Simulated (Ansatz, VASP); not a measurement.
# One calculation of CoSi, two programs

```
Co Si
1.0
     4.38583    0.00000    0.00000
     0.00000    4.38583    0.00000
     0.00000    0.00000    4.51740
Co Si
4 4
Cartesian
  0.6388 0.6388 0.6579
  1.5541 3.7471 2.9166
  2.8317 1.5541 3.8595
  3.7471 2.8317 1.6008
  3.6987 3.6987 3.8097
  2.8800 0.6871 1.5510
  1.5058 2.8800 0.7077
  0.6871 1.5058 2.9664
```

Change from the starting cell: strain +0.000 along x and y, +0.030 along z, atoms carried along.

Alike in both runs: task single point; functional PBEsol; k mesh 10 × 10 × 10; occupations gaussian, width 0.15 eV; no spin polarisation.

|  | VASP | Ansatz |
| --- | --- | --- |
| version | VASP 6.6.1 | Ansatz 0.2.0 |
| potentials or method | VASP PAW PBE potentials, release 64 (Co, Si), cutoff 520 eV | scalar-relativistic, plane waves, PAW |
| valence electrons in the cell | 52 | 84 |

```csv
,VASP,Ansatz,Ansatz less VASP
gap on the k mesh at the Fermi level (eV),none,none,-
pressure (GPa),-6.6,-6.6,-0.04
"traceless stress, the component that is largest in VASP (GPa)",-4.24,-4.18,+0.052
rms of the force components (eV/Å),0.038,0.040,+0.0023
```

VASP's potentials were made for PBE, not for PBEsol. Atom by atom the forces differ by 0.004 eV/Å (rms over components). A gap of «none» marks a metal or a gap that the smearing closes. VASP's potentials hold 52 valence electrons a cell and Ansatz's 84, so a difference there can come from the potentials and not from the codes.
